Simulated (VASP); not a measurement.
# C in VASP: a series of runs

The runs below take C through single point, with PBE+D3(BJ).

All numbers are computed with VASP 6.6.1; they aren't measurements. Logs are shortened: lines on timing, memory, paths and dates and some standing lists are left out, and cuts for length are marked.

### 1 The cell of the first run

The cell holds a slab with vacuum, 2 atoms: a = 2.456 Å, b = 2.456 Å, c = 17.000 Å, α = 90.00°, β = 90.00°, γ = 120.00°.

### 2 Single point, PBE+D3(BJ)

INCAR reads:

```
PREC = Accurate ; ENCUT = 520
EDIFF = 1E-7 ; ISMEAR = 0
SIGMA = 0.05 ; LREAL = False
LASPH = True ; NELM = 60
ALGO = Normal ; ISIF = 2
LWAVE = False ; LCHARG = True
LDIPOL = True ; IDIPOL = 3
DIPOL = 0.5 0.5 0.500 ; GGA = PE
IVDW = 12 ; LELF = True
LVHAR = True ; LVACPOTAV = True
NBANDS = 11
```

KPOINTS reads:

```
regular mesh
0
Gamma
  15 15 1
```

POSCAR reads:

```
C
1.0
    2.4560959400      0.0000000000      0.0000000000
   -1.2280479700      2.1270618200      0.0000000000
    0.0000000000      0.0000000000     17.0000000000
C
2
Direct
    0.0833794600      0.1667589200      0.5000000000
    0.4166205400      0.8332410800      0.5000000000
```

Potentials or basis: VASP PAW PBE potentials, release 64 (C).

On the command line:

```sh
$ cat potpaw_PBE.64/C/POTCAR > POTCAR
$ mpirun -np 1 vasp_std > vasp.out
```

OUTCAR:

```text
PREC = Accurate
   ENCUT = 520
   EDIFF = 1E-7
   ISMEAR = 0
   LREAL = False
   LASPH = True
   NELM = 60
   ISIF = 2
   GGA = PE
   IVDW = 12
 IVDW          = 12

 ion  position               nearest neighbor table
   1  0.083  0.167  0.500-   2 1.42   2 1.42   2 1.42
   2  0.417  0.833  0.500-   1 1.42   1 1.42   1 1.42

  LATTYP: Found a hexagonal cell.
 ALAT       =     2.4560959400
 C/A-ratio  =     6.9215537240

  Lattice vectors:

 A1 = (   2.4560959400,   0.0000000000,   0.0000000000)
 A2 = (  -1.2280479700,   2.1270618200,   0.0000000000)
 A3 = (   0.0000000000,   0.0000000000,  17.0000000000)

Analysis of symmetry for initial positions (statically):
=====================================================================
 Subroutine PRICEL returns:
 Original cell was already a primitive cell.

 Routine SETGRP: Setting up the symmetry group for a
 hexagonal supercell.

 Subroutine GETGRP returns: Found  8 space group operations
 (whereof  4 operations were pure point group operations)
 out of a pool of 24 trial point group operations.

The static configuration has the point symmetry C_2v.
 The point group associated with its full space group is D_2h.

Analysis of symmetry for dynamics (positions and initial velocities):
=====================================================================
 Subroutine PRICEL returns:
 Original cell was already a primitive cell.

 Routine SETGRP: Setting up the symmetry group for a
 hexagonal supercell.

 Subroutine GETGRP returns: Found  8 space group operations
 (whereof  4 operations were pure point group operations)
 out of a pool of 24 trial point group operations.

The dynamic configuration has the point symmetry C_2v.
 The point group associated with its full space group is D_2h.

 Subroutine INISYM returns: Found  8 space group operations
 (whereof  4 operations are pure point group operations),
 and found     1 'primitive' translations

----------------------------------------------------------------------------------------

                                     Primitive cell

  volume of cell :      88.8126

  direct lattice vectors                    reciprocal lattice vectors
     2.456095940  0.000000000  0.000000000     0.407150219  0.235066041  0.000000000
    -1.228047970  2.127061820  0.000000000     0.000000000  0.470132081  0.000000000
     0.000000000  0.000000000 17.000000000     0.000000000  0.000000000  0.058823529

  length of vectors
     2.456095940  2.456113557 17.000000000     0.470135453  0.470132081  0.058823529

  position of ions in fractional coordinates (direct lattice)
     0.083379460  0.166758920  0.500000000
     0.416620540  0.833241080  0.500000000

  ion indices of the primitive-cell ions
   primitive index   ion index
                 1           1
                 2           2

----------------------------------------------------------------------------------------

 KPOINTS: regular mesh

Automatic generation of k-mesh.
 Grid dimensions read from file:
 generate k-points for:   15   15    1

 Generating k-lattice:

  Cartesian coordinates                     Fractional coordinates (reciprocal lattice)
     0.027143348  0.015671069  0.000000000     0.066666667  0.000000000  0.000000000
     0.000000000  0.031342139  0.000000000     0.000000000  0.066666667  0.000000000
     0.000000000  0.000000000  0.058823529     0.000000000  0.000000000  1.000000000

  Length of vectors
     0.031342364  0.031342139  0.058823529

  Shift w.r.t. Gamma in fractional coordinates (k-lattice)
     0.000000000  0.000000000  0.000000000

 Subroutine IBZKPT returns following result:
 ===========================================

 Found     64 irreducible k-points:

 Following reciprocal coordinates:
            Coordinates               Weight
  0.000000  0.000000  0.000000      1.000000
  0.066667  0.000000  0.000000      4.000000
  0.000000  0.066667  0.000000      2.000000
  0.133333  0.000000  0.000000      4.000000
  0.000000  0.133333  0.000000      2.000000
  0.200000  0.000000  0.000000      4.000000
[... 16 lines left out ...]
 -0.266667  0.200000  0.000000      4.000000
  0.266667  0.066667  0.000000      4.000000
 [... further k-points ...]
   k-points           NKPTS =     64   k-points in BZ     NKDIM =     64   number of bands    NBANDS=     11
   number of dos      NEDOS =    301   number of ions     NIONS =      2
   total plane-waves  NPLWV =  40824
   dimension x,y,z NGX =    18 NGY =   18 NGZ =  126
   dimension x,y,z NGXF=    36 NGYF=   36 NGZF=  252
   ions per type =               2
   NGX,Y,Z   is equivalent  to a cutoff of  12.18, 12.18, 12.32 a.u.
   NGXF,Y,Z  is equivalent  to a cutoff of  24.37, 24.37, 24.64 a.u.
 SYSTEM =  unknown system
   PREC   = accura    normal or accurate (medium, high low for compatibility)
   ISTART =      0    job   : 0-new  1-cont  2-samecut
   ICHARG =      2    charge: 1-file 2-atom 10-const
   ISPIN  =      1    spin polarized calculation?
   LNONCOLLINEAR =      F non collinear calculations
   LSORBIT =      F    spin-orbit coupling
   LASPH  =      T    aspherical Exc in radial PAW
   ENCUT  =  520.0 eV  38.22 Ry    6.18 a.u.   4.57  4.57 31.61*2*pi/ulx,y,z
   NELM   =     60;   NELMIN=  2; NELMDL= -5     # of ELM steps
   EDIFF  = 0.1E-06   stopping-criterion for ELM
   LREAL  =      F    real-space projection
   EDIFFG = 0.1E-05   stopping-criterion for IOM
   NSW    =      0    number of steps for IOM
   IBRION =     -1    ionic relax: 0-MD 1-quasi-New 2-CG
   NFREE  =      0    steps in history (QN), initial steepest desc. (CG)
   ISIF   =      2    stress and relaxation
   ISYM   =      2    0-nonsym 1-usesym 2-fastsym
   POTIM  = 0.5000    time-step for ionic-motion
   TEBEG  =    0.0;   TEEND  =   0.0 temperature during run
   PSTRESS=    0.0 pullay stress
   NELECT =       8.0000    total number of electrons
   NUPDOWN=      -1.0000    fix difference up-down
   EMIN   =  10.00;   EMAX   =-10.00  energy-range for DOS
   EFERMI =   0.00;   METHOD = LEGACY
   ISMEAR =     0;   SIGMA  =   0.05  broadening in eV -4-tet -1-fermi 0-gaus
   EFERMI_NEDOS =   21; number of points for ismear=-14 and -15
   IALGO  =     38    algorithm
   IMIX   =      4    mixing-type and parameters
     AMIX     =   0.40;   BMIX     =  1.00
     AMIX_MAG =   1.60;   BMIX_MAG =  1.00
  volume/ion in A,a.u.               =      44.41       299.67
  Fermi-wavevector in a.u.,A,eV,Ry     =   0.733860  1.386795  7.327430  0.538551
  Thomas-Fermi vector in A             =   1.826672
   LORBIT       =      0    0 simple, 1 ext, 2 COOP (PROOUT), +10 PAW based schemes
   GGA     = PE    functional components
   LHFCALC =     F    Hartree Fock is set to
   AEXX    =    0.0000 exact exchange contribution
   IVDW    =    12    specifies the selected vdW correction
   LEPSILON=     F    determine dielectric tensor
   LRPA    =     F    only Hartree local field effects (RPA)
 non-spin polarized calculation
 Gauss-broadening in eV      SIGMA  =   0.05
  energy-cutoff  :      520.00
  volume of cell :       88.81
 maximum number of plane-waves:      2428
   NGX =  9   NGY =  9   NGZ = 63

 number of electron       7.9999997 magnetization

 dipolmoment           0.000000      0.000000     -0.000000 electrons x Angstroem

 Free energy of the ion-electron system (eV)
  ---------------------------------------------------
  ext. energy  EPLUGINS =         0.00000000
  ---------------------------------------------------
  free energy    TOTEN  =       -18.44528835 eV

  energy without entropy =      -18.44478815  energy(sigma->0) =      -18.44503825

 E-fermi :  -2.4354     XC(G=0):  -2.5359

 val. band max:       -2.4379383232   @ k =   0.3333   0.3333   0.0000
 cond. band min:      -2.4328482830   @ k =   0.3333   0.3333   0.0000
 fundamental gap:      0.0050900402
 Fermi energy:        -2.4353933030

 k-point     1 :       0.0000    0.0000    0.0000
  band No.  band energies     occupation
      1     -22.0549      2.00000
      2     -10.1341      2.00000
      3      -5.4825      2.00000
      4      -5.4708      2.00000
      5       0.7858      0.00000
      6       1.6295      0.00000
      7       2.0839      0.00000
      8       3.4576      0.00000
      9       4.0716      0.00000
     10       5.9414      0.00000
     11       5.9565      0.00000

 k-point     2 :       0.0667    0.0000    0.0000
  band No.  band energies     occupation
      1     -21.9491      2.00000
      2     -10.0075      2.00000
      3      -5.9003      2.00000
      4      -5.7042      2.00000
      5       0.9295      0.00000
      6       1.7749      0.00000
      7       2.2308      0.00000
      8       3.6027      0.00000
      9       4.2154      0.00000
     10       5.9970      0.00000
     11       6.4087      0.00000

 k-point     3 :       0.0000    0.0667    0.0000
  band No.  band energies     occupation
      1     -21.9491      2.00000
      2     -10.0075      2.00000
      3      -5.9083      2.00000
      4      -5.6960      2.00000
      5       0.9295      0.00000
      6       1.7749      0.00000
      7       2.2308      0.00000
      8       3.6027      0.00000
      9       4.2155      0.00000
     10       6.0072      0.00000
     11       6.3978      0.00000

 k-point     4 :       0.1333    0.0000    0.0000
  band No.  band energies     occupation
      1     -21.6325      2.00000
      2      -9.6297      2.00000
      3      -7.0337      2.00000
      4      -6.2734      2.00000
      5       1.3606      0.00000
      6       2.2103      0.00000
      7       2.6715      0.00000
      8       4.0375      0.00000
      9       4.6466      0.00000
     10       6.0245      0.00000
     11       7.0286      0.00000

 k-point     5 :       0.0000    0.1333    0.0000
  band No.  band energies     occupation
      1     -21.6325      2.00000
      2      -9.6296      2.00000
      3      -7.0403      2.00000
      4      -6.2663      2.00000
      5       1.3606      0.00000
      6       2.2103      0.00000
      7       2.6715      0.00000
      8       4.0375      0.00000
      9       4.6466      0.00000
     10       6.0319      0.00000
     11       7.6536      0.00000
[... 211 lines left out ...]
 k-point    21 :       0.2000    0.0667    0.0000
  band No.  band energies     occupation
      1     -20.6897      2.00000
      2      -9.4728      2.00000
      3      -8.5174      2.00000
      4      -7.6474      2.00000
      5       2.6528      0.00000
      6       3.5072      0.00000
      7       3.9938      0.00000
      8       5.1626      0.00000
      9       5.3887      0.00000
     10       5.9065      0.00000
     11       6.2557      0.00000

 k-point    22 :      -0.0667    0.2667    0.0000
  band No.  band energies     occupation
      1     -20.6898      2.00000
      2      -9.4765      2.00000
      3      -8.5172      2.00000
      4      -7.6429      2.00000
      5       2.6528      0.00000
      6       3.5073      0.00000
      7       3.9938      0.00000
      8       5.1619      0.00000
      9       5.3877      0.00000
     10       5.9069      0.00000
     11       6.2585      0.00000

 k-point    23 :      -0.2667    0.2000    0.0000
  band No.  band energies     occupation
      1     -20.6896      2.00000
      2      -9.4711      2.00000
      3      -8.5176      2.00000
      4      -7.6492      2.00000
      5       2.6528      0.00000
      6       3.5072      0.00000
      7       3.9938      0.00000
      8       5.1636      0.00000
      9       5.3888      0.00000
     10       5.9058      0.00000
     11       6.2533      0.00000

 k-point    24 :       0.2667    0.0667    0.0000
  band No.  band energies     occupation
      1     -19.8617      2.00000
      2     -11.2000      2.00000
      3      -8.3126      2.00000
      4      -7.5643      2.00000
      5       3.3692      0.00000
      6       3.7965      0.00000
      7       4.6924      0.00000
      8       5.1666      0.00000
      9       5.9620      0.00000
     10       6.4981      0.00000
     11       7.1316      0.00000

 [... further k-points ...]

------------------------ aborting loop because EDIFF is reached ----------------------------------------

 Edisp (eV)   -0.17759

 E8    (eV) :    -0.0555

  FORCE on cell =-STRESS in cart. coord.  units (eV):
  Direction    XX          YY          ZZ          XY          YZ          ZX
  --------------------------------------------------------------------------------------
  -------------------------------------------------------------------------------------
  Total       0.63943     0.63599    -0.01170     0.00000     0.00000     0.00000
  in kB      11.53537    11.47321    -0.21113     0.00000     0.00000     0.00000
  external pressure =        7.60 kB  Pullay stress =        0.00 kB

 VOLUME and BASIS-vectors are now :
 -----------------------------------------------------------------------------
  energy-cutoff  :      520.00
  volume of cell :       88.81
      direct lattice vectors                 reciprocal lattice vectors
     2.456095940  0.000000000  0.000000000     0.407150219  0.235066041  0.000000000
    -1.228047970  2.127061820  0.000000000     0.000000000  0.470132081  0.000000000
     0.000000000  0.000000000 17.000000000     0.000000000  0.000000000  0.058823529

 POSITION                                       TOTAL-FORCE (eV/Angst)
 -----------------------------------------------------------------------------------
      0.00000      0.35471      8.50000        -0.000000     -0.015260      0.000000
     -0.00000      1.77236      8.50000         0.000000      0.015260      0.000000
 -----------------------------------------------------------------------------------
    total drift:                                0.000000     -0.000000     -0.000000

  FREE ENERGIE OF THE ION-ELECTRON SYSTEM (eV)
  ---------------------------------------------------
  free  energy   TOTEN  =       -18.6228773555 eV

  energy  without entropy=      -18.6223771513  energy(sigma->0) =      -18.62262725

 vacuum level on the upper side and lower side of the slab         1.774         1.774
```

Run time: 58 s. Hardware: 1 thread of Intel Xeon Platinum 8375C at 2.90GHz (Ice Lake), shared host; peak memory 0.21 GiB.

Results:

| Item | Value |
| --- | --- |
| Free energy | -18.6229 eV |
| Largest force | 0.015 eV/Å |
| Dispersion energy per atom | -0.089 eV |

Forces in eV/Å, atoms in the order of the input:
```
C    0.000 -0.015  0.000
C    0.000  0.015  0.000
```

Levels at points of the mesh, in eV from the Fermi level:
```csv
k point,band 1,band 2,band 3,band 4,band 5,band 6,band 7,band 8,band 9
"(0.00, 0.00, 0.00)",-19.62,-7.70,-3.05,-3.04,3.22,4.06,4.52,5.89,6.51
```

### 3 Single point, PBE+D3(BJ)

This run uses another cell than the first one, of 44.75 Å³/atom, 1.008 times its volume.

INCAR reads:

```
SYSTEM = C
  ALGO = Normal
  DIPOL = 0.5 0.5 0.500
  EDIFF = 1E-6
  ENCUT = 520
  GGA = PE
  IDIPOL = 3
  ISIF = 2
  ISMEAR = 0
  IVDW = 12
  LASPH = .True.
  LCHARG = .False.
  LDIPOL = .True.
  LREAL = .False.
  LWAVE = .False.
  NBANDS = 11
  NELM = 80
  PREC = Accurate
  SIGMA = 0.05
```

KPOINTS reads:

```
k-points
0
Gamma
  15 15 1
  0 0 0
```

POSCAR reads:

```
C
1.0
    2.4658130450      0.0000000000      0.0000000000
   -1.2329065225      2.1352789010      0.0000000000
    0.0000000000      0.0000000000     17.0000000000
C
2
Direct
    0.0833461885      0.1666923770      0.5000000000
    0.4166538115      0.8333076230      0.5000000000
```

Potentials or basis: VASP PAW PBE potentials, release 64 (C).

On the command line:

```sh
$ cat potpaw_PBE.64/C/POTCAR > POTCAR
$ mpirun -np 1 vasp_std > vasp.out
```

Run time: 50 s. Hardware: 1 thread of Intel Xeon Platinum 8375C at 2.90GHz (Ice Lake), shared host; peak memory 0.21 GiB.

The run converged. Its results:

| Property | Result |
| --- | --- |
| Free energy | -18.6258 eV |
| Largest force | 0.004 eV/Å |
| Dispersion energy per atom | -0.089 eV |

Forces in eV/Å, atoms in the order of the input:
```
C    0.000 -0.004  0.000
C    0.000  0.004  0.000
```

Levels at points of the mesh, in eV from the Fermi level:
```
           k point  band 1  band 2  band 3  band 4  band 5  band 6  band 7  band 8
(0.00, 0.00, 0.00)  -19.53   -7.62   -3.05   -3.04    3.25    4.09    4.50    5.93
```
